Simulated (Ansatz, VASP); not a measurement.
Given: the input of a run of VASP 6.6.1 on Si.

The input INCAR:

```
ALGO = Normal
EDIFF = 1E-6
ENCUT = 520
GGA = PE
ISIF = 2
ISMEAR = 0
LASPH = T
LCHARG = F
LREAL = F
LWAVE = F
NBANDS = 11
NELM = 100
PREC = Accurate
SIGMA = 0.012
```

The input KPOINTS:

```
k-points
0
Gamma
  8 8 8
```

The input POSCAR:

```
Si
1.0
    0.0000000000      2.7218511865      2.7218511865
    2.7218511865      0.0000000000      2.7218511865
    2.7218511865      2.7218511865      0.0000000000
Si
2
Direct
    0.5000000000      0.5000000000      0.5000000000
    0.7500000000      0.7500000000      0.7500000000
```

Potentials or basis: VASP PAW PBE potentials, release 64 (Si).

Launch:

```sh
$ cat potpaw_PBE.64/Si/POTCAR > POTCAR
$ mpirun -np 1 vasp_std > vasp.out
```

Q: Set up the same calculation for Ansatz 0.2.0. Potentials there: all-electron LAPW, scalar-relativistic.

A: As run (the cutoff follows the program's own potentials):

File input.yaml:

```yaml
crystal:
  lattice:
    - [0.0, 2.7218511865, 2.7218511865]
    - [2.7218511865, 0.0, 2.7218511865]
    - [2.7218511865, 2.7218511865, 0.0]
  atoms:
    - { symbol: Si, position: [0.5, 0.5, 0.5] }
    - { symbol: Si, position: [0.75, 0.75, 0.75] }
kpoints:
  mp_grid: { grid: [8, 8, 8] }
scf:
  occupations: { method: gaussian, width: 0.012 }
hamiltonian:
  xc: pbe
  pseudopotentials: { kind: all_electron, lapw: { basis_error: 0.001 } }
output:
  forces: true
  stress: true
  eigenvalues: true
```

Potentials or basis: all-electron LAPW, scalar-relativistic.

Command:

```sh
$ ansatz run input.yaml --threads 1 --pin off --max-ram 3072MiB --backend cpu --events-out ev --progress --plain --runs-dir out
```

Both were run:

|  | VASP | Ansatz | Ansatz less VASP |
| --- | --- | --- | --- |
| gap on the k mesh at the Fermi level (eV) | 0.63 | 0.63 | -0.001 |
| least direct gap on the mesh (eV) | 2.56 | 2.56 | -0.004 |
| pressure (GPa) | 1.3 | 1.3 | +0.05 |

Ansatz ran all-electron here, and VASP with PAW potentials.
